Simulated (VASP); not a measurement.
Runs of VASP 6.6.1 on SnO2. The structure is that of space group P4_2/mnm (No. 136), or close to it. The cells are those of the table. 

| cell | gap on the mesh (eV) | pressure (GPa) | largest force (eV/Å) |
| --- | --- | --- | --- |
| a = 4.769, b = 4.769, c = 3.211 Å, 6 atoms | 0.92 | 0.7 | 0.02 |
| a = 4.689, b = 4.689, c = 3.158 Å, 6 atoms | 1.51 | 12.3 | 0.21 |
| a = 4.650, b = 4.650, c = 3.131 Å, 6 atoms | (c) | 19.2 | 0.32 |
| a = 4.729, b = 4.729, c = 3.185 Å, 6 atoms | 1.21 | 6.1 | 0.11 |
| a = 4.888, b = 4.888, c = 3.292 Å, 6 atoms | 0.13 | (a) | 0.21 |
| a = 4.808, b = 4.808, c = 3.238 Å, 6 atoms | 0.64 | -4.0 | 0.06 |
| a = 4.848, b = 4.848, c = 3.265 Å, 6 atoms | (b) | -8.3 | 0.14 |

Alike in all rows: task single point; level PBEsol; potentials or basis VASP PAW PBE potentials, release 64 (Sn_d, O); no spin polarisation; k mesh 6 × 6 × 8; cutoff (eV) 520; smearing gaussian 0.05 eV.

Estimate the missing entries.

(a) -11.8; (b) 0.38; (c) 1.82.

Caveats: the PAW data sets were made with another functional, which shifts forces and pressure a little; spin-orbit coupling is left out, which moves the levels of the heavy elements; the cell stands under pressure (at least some runs); the cell stands under tension (at least some runs).

A k mesh can miss the band edges, and the runs leave out spin-orbit coupling on Sn.
